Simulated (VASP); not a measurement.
Input of a VASP 6.6.1 run:

The input POSCAR:

```
MgO
1.0
    2.6233491281      0.0000000000      0.0000000000
    0.0000000000      2.6233491281      0.0000000000
    0.0000000000      0.0000000000      2.6233491281
Mg O
1 1
Direct
    0.0000000000      0.0000000000      0.0000000000
    0.5000000000      0.5000000000      0.5000000000
```

INCAR.step1

```
SYSTEM = MgO
PREC = Accurate
ENCUT = 520
ISMEAR = 0
SIGMA = 0.01
LREAL = .FALSE.
LASPH = .TRUE.
NELM = 100
NBANDS = 11
GGA = PE
ALGO = Normal
EDIFF = 1E-4
LWAVE = .TRUE.
LCHARG = .FALSE.
```

File INCAR.step2:

```
SYSTEM = MgO
PREC = Accurate
ENCUT = 520
EDIFF = 1E-7
ISMEAR = 0
SIGMA = 0.01
LREAL = .FALSE.
LASPH = .TRUE.
NELM = 100
ALGO = Normal
ISIF = 2
LWAVE = .FALSE.
LCHARG = .TRUE.
METAGGA = R2SCAN
LMIXTAU = .TRUE.
LELF = .TRUE.
LVHAR = .TRUE.
NBANDS = 11
ISTART = 1
```

File KPOINTS:

```
regular mesh
0
G
  8 8 8
  0 0 0
```

Potentials or basis: VASP PAW PBE potentials, release 64 (Mg, O).

Run with:

```sh
$ cat potpaw_PBE.64/Mg/POTCAR potpaw_PBE.64/O/POTCAR > POTCAR
$ cp INCAR.step1 INCAR
$ mpirun -np 1 vasp_std > vasp.out
$ cp INCAR.step2 INCAR
$ mpirun -np 1 vasp_std > vasp.out
```

Problem. Estimate the pressure.

Solution. -1.2 GPa.

Problem. What does it give for the band gap on the k mesh?

Solution. 3.45 eV, indirect (least direct gap 4.51 eV).

Caveat: the PAW data sets were made with another functional, which shifts forces and pressure a little. r2SCAN opens gaps a little over a GGA but as a rule still falls short of measured ones.
